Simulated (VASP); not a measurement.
Wanted: the native input for a VASP 6.6.1 run.

* Task: single point
* Functional: PBEsol
* Potentials or basis: VASP PAW PBE potentials, release 64 (V_sv)
* Cutoff: 520 eV
* k mesh: 8 × 8 × 8
* Occupations: gaussian, width 0.1 eV
* Spin: collinear spin, ferromagnetic start
* Starting moments: [0.22] μB
* Dipole correction: no
* Further INCAR settings: ALGO = Normal; EDIFF = 1e-07; NBANDS = 16

The structure of V lies in POSCAR:

```
V
1.0
    0.0000000000      1.8857074329      1.8857074329
    1.8857074329      0.0000000000      1.8857074329
    1.8857074329      1.8857074329      0.0000000000
V
1
Direct
    0.0000000000      0.0000000000      0.0000000000
```

The input as run:

INCAR

```
ALGO = Normal
EDIFF = 1E-7
ENCUT = 520
GGA = PS
ISIF = 2
ISMEAR = 0
ISPIN = 2
LASPH = T
LCHARG = F
LMAXMIX = 4
LORBIT = 11
LREAL = F
LWAVE = F
MAGMOM = 0.22
NBANDS = 16
NELM = 150
PREC = Accurate
SIGMA = 0.1
```

KPOINTS

```
k-points
0
Gamma
  8 8 8
```

Potentials or basis: VASP PAW PBE potentials, release 64 (V_sv).

Launch:

```bash
$ cat potpaw_PBE.64/V_sv/POTCAR > POTCAR
$ mpirun -np 1 vasp_std > vasp.out
```

Results of the run:

```yaml
Pressure: 0.2 GPa
Net_moment: 0.00 μB per cell
Valence_electrons_inside_the_program's_atomic_spheres: V 11.65
```

Caveat: the k points lie up to 0.36 Å⁻¹ apart; the PAW data sets were made with another functional, which shifts forces and pressure a little.

Wall time 9.7 s on 1 thread of AMD EPYC 7R13 Processor (Zen 3), with other jobs on the host, peak memory 0.1 GiB.
